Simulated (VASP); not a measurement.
Here is a VASP 6.6.1 calculation.

Contents of INCAR:

```
SYSTEM = MgS
PREC = Accurate ; ENCUT = 520
EDIFF = 1E-7 ; ISMEAR = -1
SIGMA = 0.05 ; LREAL = .False.
LASPH = .True. ; NELM = 80
ALGO = Normal ; ISIF = 2
LWAVE = .False. ; LCHARG = .False.
GGA = PS ; NBANDS = 11
```

Contents of KPOINTS:

```
regular mesh
0
Gamma
  8 8 8
  0 0 0
```

The input POSCAR:

```
MgS
1.0
    0.0000000000      2.7038067992      2.7038067992
    2.7038067992      0.0000000000      2.7038067992
    2.7038067992      2.7038067992      0.0000000000
S Mg
1 1
Direct
    0.2500000000      0.2500000000      0.2500000000
    0.0000000000      0.0000000000      0.0000000000
```

Potentials or basis: VASP PAW PBE potentials, release 64 (S, Mg).

The run is started by

```bash
$ cat potpaw_PBE.64/S/POTCAR potpaw_PBE.64/Mg/POTCAR > POTCAR
$ mpirun -np 1 vasp_std > vasp.out
```

Q: What does it give for the pressure?

A: 10.0 GPa.

Q: What does it give for the band gap on the k mesh?

A: 3.56 eV, indirect (least direct gap 4.00 eV).

Caveat: the PAW data sets were made with another functional, which shifts forces and pressure a little. A hybrid or GW would open this gap; PBEsol tends to underestimate it.
